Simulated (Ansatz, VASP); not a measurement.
# Two plane-wave programs on Si

```
Si
1.0
    -1.27707    1.27707    2.19174
     1.27707   -1.27707    2.19174
     1.27707    1.27707   -2.19174
Si
1
Direct
  0.00000 0.00000 0.00000
```

Alike in both runs: functional PBEsol; k mesh 30 × 30 × 30; occupations gaussian, width 0.1 eV; no spin polarisation.

Ansatz relaxed the structure, and its values are those at the end. VASP's run is a single point on that final structure, the one shown.

|  | VASP | Ansatz |
| --- | --- | --- |
| version | VASP 6.6.1 | Ansatz 0.2.0 |
| potentials or method | VASP PAW PBE potentials, release 64 (Si), cutoff 520 eV | scalar-relativistic, plane waves, PAW |
| valence electrons in the cell | 4 | 4 |

Ansatz gave:

| Quantity | Value |
| --- | --- |
| gap on the k mesh at the Fermi level (eV) | none |
| pressure (GPa) | 0.0 |

Task: Estimate VASP's values.

Result: gap on the k mesh at the Fermi level (eV): none; pressure (GPa): 0.1.

VASP's potentials were made for PBE, not for PBEsol. A gap of «none» marks a metal or a gap that the smearing closes.
